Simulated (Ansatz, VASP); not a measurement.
# One calculation of CuPd, two programs

```
Cu Pd
1.0
     2.98800    0.02988    0.02988
     0.02988    2.98800    0.02988
     0.02988    0.02988    2.98800
Cu Pd
1 1
Direct
  0.00000 0.00000 0.00000
  0.50000 0.50000 0.50000
```

Change from the starting cell: equal xy, yz and zx shear strains of +2 %, crystal datasets.

Alike in both runs: task electric field gradients; functional PBEsol; k mesh 14 × 14 × 14; occupations fermi-dirac, width 0.05 eV; no spin polarisation.

|  | VASP | Ansatz |
| --- | --- | --- |
| version | VASP 6.6.1 | Ansatz 0.2.0 |
| potentials or method | VASP PAW PBE potentials, release 64 (Cu, Pd), cutoff 520 eV | all-electron PAW with datasets made for the crystal, scalar-relativistic |

|  | VASP | Ansatz | Ansatz less VASP |
| --- | --- | --- | --- |
| pressure (GPa) | -4.2 | -4.4 | -0.22 |
| traceless stress, the component that is largest in VASP (GPa) | -1.74 | -1.73 | +0.004 |
| size of Vzz on the site where it differs most (V/Å²) | 0.0 | 1.6 | +1.58 |

VASP's potentials were made for PBE, not for PBEsol. Ansatz ran all-electron here, and VASP with PAW potentials.
